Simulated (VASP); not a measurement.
# Au (I4/mmm) in VASP: a series of runs

Au is run at these levels: PBEsol; tasks: single point, relaxation of cell and atoms.

All numbers are computed with VASP 6.6.1; they aren't measurements. Logs are shortened: lines on timing, memory, paths and dates and some standing lists are left out, and cuts for length are marked.

## Step 1: The cell of the first run

Symmetry: I4/mmm, No. 139, tetragonal system. Conventional cell: a = 2.949 Å, b = 2.949 Å, c = 2.775 Å, α = 90.00°, β = 90.00°, γ = 90.00°. Au (site symmetry 4/mmm) has 14 Au at 2.50 to 2.95 Å within 3.3 Å.

## Step 2: Single point, PBEsol

INCAR reads:

```
SYSTEM = Au
ALGO     = Normal         ! electronic algorithm
EDIFF    = 1E-6           ! SCF threshold, eV
ENCUT    = 520            ! plane-wave cutoff, eV
GGA      = PS             ! functional
ISIF     = 2              ! what is computed and relaxed
ISMEAR   = 0              ! smearing method
LASPH    = .TRUE.         ! aspherical terms in the spheres
LCHARG   = .FALSE.        ! write CHGCAR
LREAL    = .FALSE.        ! projectors in reciprocal space
LWAVE    = .FALSE.        ! write WAVECAR
NBANDS   = 12             ! bands
NELM     = 60             ! most SCF steps
PREC     = Accurate       ! precision mode
SIGMA    = 0.1            ! smearing width, eV
```

KPOINTS reads:

```
k-points
0
G
  8 8 8
  0 0 0
```

POSCAR reads:

```
Au
1.0
   -1.4744715401      1.4744715401      1.3876571783
    1.4744715401     -1.4744715401      1.3876571783
    1.4744715401      1.4744715401     -1.3876571783
Au
1
Direct
    0.0000000000      0.0000000000      0.0000000000
```

Potentials or basis: VASP PAW PBE potentials, release 64 (Au).

Run with:

```console
cat potpaw_PBE.64/Au/POTCAR > POTCAR
mpirun -np 1 vasp_std > vasp.out
```

OUTCAR:

```text
SYSTEM = Au
   EDIFF = 1E-6
   ENCUT = 520
   GGA = PS
   ISIF = 2
   ISMEAR = 0
   LASPH = .TRUE.
   LREAL = .FALSE.
   NELM = 60
   PREC = Accurate

 ion  position               nearest neighbor table
   1  0.000  0.000  0.000-

  LATTYP: Found a body centered tetragonal cell.
 ALAT       =     2.9489430802
 C/A-ratio  =     0.9411217108

  Lattice vectors:

 A1 = (  -1.4744715401,   1.4744715401,   1.3876571783)
 A2 = (   1.4744715401,  -1.4744715401,   1.3876571783)
 A3 = (   1.4744715401,   1.4744715401,  -1.3876571783)

Analysis of symmetry for initial positions (statically):
=====================================================================
 Subroutine PRICEL returns:
 Original cell was already a primitive cell.

 Routine SETGRP: Setting up the symmetry group for a
 body centered tetragonal supercell.

 Subroutine GETGRP returns: Found 16 space group operations
 (whereof 16 operations were pure point group operations)
 out of a pool of 16 trial point group operations.

The static configuration has the point symmetry D_4h.

Analysis of symmetry for dynamics (positions and initial velocities):
=====================================================================
 Subroutine PRICEL returns:
 Original cell was already a primitive cell.

 Routine SETGRP: Setting up the symmetry group for a
 body centered tetragonal supercell.

 Subroutine GETGRP returns: Found 16 space group operations
 (whereof 16 operations were pure point group operations)
 out of a pool of 16 trial point group operations.

The dynamic configuration has the point symmetry D_4h.

 Subroutine INISYM returns: Found 16 space group operations
 (whereof 16 operations are pure point group operations),
 and found     1 'primitive' translations

----------------------------------------------------------------------------------------

                                     Primitive cell

  volume of cell :      12.0674

  direct lattice vectors                    reciprocal lattice vectors
    -1.474471540  1.474471540  1.387657178     0.000000000  0.339104545  0.360319543
     1.474471540 -1.474471540  1.387657178     0.339104545  0.000000000  0.360319543
     1.474471540  1.474471540 -1.387657178     0.339104545  0.339104545  0.000000000

  length of vectors
     2.504740523  2.504740523  2.504740523     0.494794973  0.494794973  0.479566246

  position of ions in fractional coordinates (direct lattice)
     0.000000000  0.000000000  0.000000000

  ion indices of the primitive-cell ions
   primitive index   ion index
                 1           1

----------------------------------------------------------------------------------------

 KPOINTS: k-points

Automatic generation of k-mesh.
 Grid dimensions read from file:
 generate k-points for:    8    8    8

 Generating k-lattice:

  Cartesian coordinates                     Fractional coordinates (reciprocal lattice)
     0.000000000  0.042388068  0.045039943     0.125000000  0.000000000 -0.000000000
     0.042388068  0.000000000  0.045039943     0.000000000  0.125000000 -0.000000000
     0.042388068  0.042388068  0.000000000     0.000000000  0.000000000  0.125000000

  Length of vectors
     0.061849372  0.061849372  0.059945781

  Shift w.r.t. Gamma in fractional coordinates (k-lattice)
     0.000000000  0.000000000  0.000000000

 Subroutine IBZKPT returns following result:
 ===========================================

 Found     59 irreducible k-points:

 Following reciprocal coordinates:
            Coordinates               Weight
  0.000000  0.000000  0.000000      1.000000
  0.125000  0.000000 -0.000000      8.000000
  0.250000  0.000000 -0.000000      8.000000
  0.375000  0.000000 -0.000000      8.000000
  0.500000  0.000000 -0.000000      4.000000
  0.125000  0.125000 -0.000000      8.000000
[... 16 lines left out ...]
  0.250000  0.125000  0.125000     16.000000
  0.375000  0.125000  0.125000      8.000000
 [... further k-points ...]
   k-points           NKPTS =     59   k-points in BZ     NKDIM =     59   number of bands    NBANDS=     12
   number of dos      NEDOS =    301   number of ions     NIONS =      1
   total plane-waves  NPLWV =   8000
   dimension x,y,z NGX =    20 NGY =   20 NGZ =   20
   dimension x,y,z NGXF=    40 NGYF=   40 NGZF=   40
   ions per type =               1
   NGX,Y,Z   is equivalent  to a cutoff of  13.27, 13.27, 13.27 a.u.
   NGXF,Y,Z  is equivalent  to a cutoff of  26.55, 26.55, 26.55 a.u.
 SYSTEM =  Au
   PREC   = accura    normal or accurate (medium, high low for compatibility)
   ISTART =      0    job   : 0-new  1-cont  2-samecut
   ICHARG =      2    charge: 1-file 2-atom 10-const
   ISPIN  =      1    spin polarized calculation?
   LNONCOLLINEAR =      F non collinear calculations
   LSORBIT =      F    spin-orbit coupling
   LASPH  =      T    aspherical Exc in radial PAW
   ENCUT  =  520.0 eV  38.22 Ry    6.18 a.u.   4.66  4.66  4.66*2*pi/ulx,y,z
   NELM   =     60;   NELMIN=  2; NELMDL= -5     # of ELM steps
   EDIFF  = 0.1E-05   stopping-criterion for ELM
   LREAL  =      F    real-space projection
   EDIFFG = 0.1E-04   stopping-criterion for IOM
   NSW    =      0    number of steps for IOM
   IBRION =     -1    ionic relax: 0-MD 1-quasi-New 2-CG
   NFREE  =      0    steps in history (QN), initial steepest desc. (CG)
   ISIF   =      2    stress and relaxation
   ISYM   =      2    0-nonsym 1-usesym 2-fastsym
   POTIM  = 0.5000    time-step for ionic-motion
   TEBEG  =    0.0;   TEEND  =   0.0 temperature during run
   PSTRESS=    0.0 pullay stress
   NELECT =      11.0000    total number of electrons
   NUPDOWN=      -1.0000    fix difference up-down
   EMIN   =  10.00;   EMAX   =-10.00  energy-range for DOS
   EFERMI =   0.00;   METHOD = LEGACY
   ISMEAR =     0;   SIGMA  =   0.10  broadening in eV -4-tet -1-fermi 0-gaus
   EFERMI_NEDOS =   21; number of points for ismear=-14 and -15
   IALGO  =     38    algorithm
   IMIX   =      4    mixing-type and parameters
     AMIX     =   0.40;   BMIX     =  1.00
     AMIX_MAG =   1.60;   BMIX_MAG =  1.00
  volume/ion in A,a.u.               =      12.07        81.44
  Fermi-wavevector in a.u.,A,eV,Ry     =   1.587331  2.999620 34.281492  2.519619
  Thomas-Fermi vector in A             =   2.686505
   LORBIT       =      0    0 simple, 1 ext, 2 COOP (PROOUT), +10 PAW based schemes
   GGA     = PS    functional components
   LHFCALC =     F    Hartree Fock is set to
   AEXX    =    0.0000 exact exchange contribution
   IVDW    =     0    specifies the selected vdW correction
   LEPSILON=     F    determine dielectric tensor
   LRPA    =     F    only Hartree local field effects (RPA)
 non-spin polarized calculation
 Gauss-broadening in eV      SIGMA  =   0.10
  energy-cutoff  :      520.00
  volume of cell :       12.07
 maximum number of plane-waves:       338
   NGX =  9   NGY =  9   NGZ =  9

 number of electron      11.0000000 magnetization

 Free energy of the ion-electron system (eV)
  ---------------------------------------------------
  ext. energy  EPLUGINS =         0.00000000
  ---------------------------------------------------
  free energy    TOTEN  =        -2.18834615 eV

  energy without entropy =       -2.18478523  energy(sigma->0) =       -2.18656569

 E-fermi :  16.8496     XC(G=0): -15.0120

 val. band max:       16.6960946336   @ k =   0.5000   0.3750  -0.0000
 cond. band min:      16.8519714611   @ k =   0.5000   0.1250  -0.0000
 fundamental gap:      0.1558768275
 Fermi energy:        16.8496068465

 k-point     1 :       0.0000    0.0000    0.0000
  band No.  band energies     occupation
      1       2.0836      2.00000
      2       8.4904      2.00000
      3       9.2158      2.00000
      4       9.2158      2.00000
      5      11.7283      2.00000
      6      12.6849      2.00000
      7      31.7056      0.00000
      8      31.7056      0.00000
      9      33.1692      0.00000
     10      44.7913      0.00000
     11      45.6991      0.00000
     12      46.2095      0.00000

 k-point     2 :       0.1250    0.0000   -0.0000
  band No.  band energies     occupation
      1       2.8845      2.00000
      2       8.4144      2.00000
      3       9.1385      2.00000
      4       9.6185      2.00000
      5      11.7424      2.00000
      6      12.3835      2.00000
      7      32.4762      0.00000
      8      32.9834      0.00000
      9      33.4596      0.00000
     10      40.8806      0.00000
     11      43.1268      0.00000
     12      44.7873      0.00000

 k-point     3 :       0.2500    0.0000   -0.0000
  band No.  band energies     occupation
      1       4.6417      2.00000
      2       7.7051      2.00000
      3       9.1600      2.00000
      4      11.4439      2.00000
      5      11.9238      2.00000
      6      12.3321      2.00000
      7      31.2032      0.00000
      8      32.1404      0.00000
      9      36.3970      0.00000
     10      39.9082      0.00000
     11      40.5104      0.00000
     12      40.5676      0.00000
[... 286 lines left out ...]
 k-point    23 :       0.2500    0.1250    0.1250
  band No.  band energies     occupation
      1       6.4729      2.00000
      2       7.1344      2.00000
      3       9.0198      2.00000
      4      12.3631      2.00000
      5      12.8202      2.00000
      6      17.2805      0.00000
      7      25.4103      0.00000
      8      29.0984      0.00000
      9      29.6843      0.00000
     10      38.6770      0.00000
     11      43.8714      0.00000
     12      45.7549      0.00000

 k-point    24 :       0.3750    0.1250    0.1250
  band No.  band energies     occupation
      1       6.2376      2.00000
      2       6.9483      2.00000
      3      10.5725      2.00000
      4      12.4061      2.00000
      5      13.1606      2.00000
      6      19.8998      0.00000
      7      21.6449      0.00000
      8      28.1734      0.00000
      9      28.6303      0.00000
     10      40.9220      0.00000
     11      43.2224      0.00000
     12      44.9848      0.00000

 [... further k-points ...]

------------------------ aborting loop because EDIFF is reached ----------------------------------------

  FORCE on cell =-STRESS in cart. coord.  units (eV):
  Direction    XX          YY          ZZ          XY          YZ          ZX
  --------------------------------------------------------------------------------------
  -------------------------------------------------------------------------------------
  Total       11.9541268     11.9541268     11.6552133      0.0000000      0.0000000      0.0000000
  in kB     1587.1335529   1587.1335529   1547.4472074      0.0000000      0.0000000      0.0000000
  external PRESSURE =    1573.9047711 kB  Pullay stress =       0.0000000 kB

 VOLUME and BASIS-vectors are now :
 -----------------------------------------------------------------------------
  energy-cutoff  :      520.00
  volume of cell :       12.07
      direct lattice vectors                 reciprocal lattice vectors
    -1.474471540  1.474471540  1.387657178     0.000000000  0.339104545  0.360319543
     1.474471540 -1.474471540  1.387657178     0.339104545  0.000000000  0.360319543
     1.474471540  1.474471540 -1.387657178     0.339104545  0.339104545  0.000000000

 POSITION                                       TOTAL-FORCE (eV/Angst)
 -----------------------------------------------------------------------------------
      0.00000      0.00000      0.00000         0.000000     -0.000000      0.000000
 -----------------------------------------------------------------------------------
    total drift:                                0.000000     -0.000000      0.000000

  FREE ENERGIE OF THE ION-ELECTRON SYSTEM (eV)
  ---------------------------------------------------
  free  energy   TOTEN  =        -2.1883461530 eV

  energy  without entropy=       -2.1847852300  energy(sigma->0) =       -2.18656569
```

Run time: 7.8 s. Hardware: 1 thread of Intel Xeon 8259CL, shared host; peak memory 0.13 GiB.

What came out:

```
Free energy            : -2.1883 eV
Pressure               : 157.4 GPa
Band gap on the k mesh : zero (an odd number of electrons rules out a gap without spin polarisation)
```

Stress tensor (GPa, compression positive):
```
158.71   0.00   0.00
  0.00 158.71   0.00
  0.00   0.00 154.74
```

Caveat: the k points lie up to 0.39 Å⁻¹ apart, too coarse for converged energies and pressures of a metal; the PAW data sets were made with another functional, which shifts forces and pressure a little; spin-orbit coupling is left out, which moves the levels of the heavy elements.

(Part 1 of 2 ends here.)
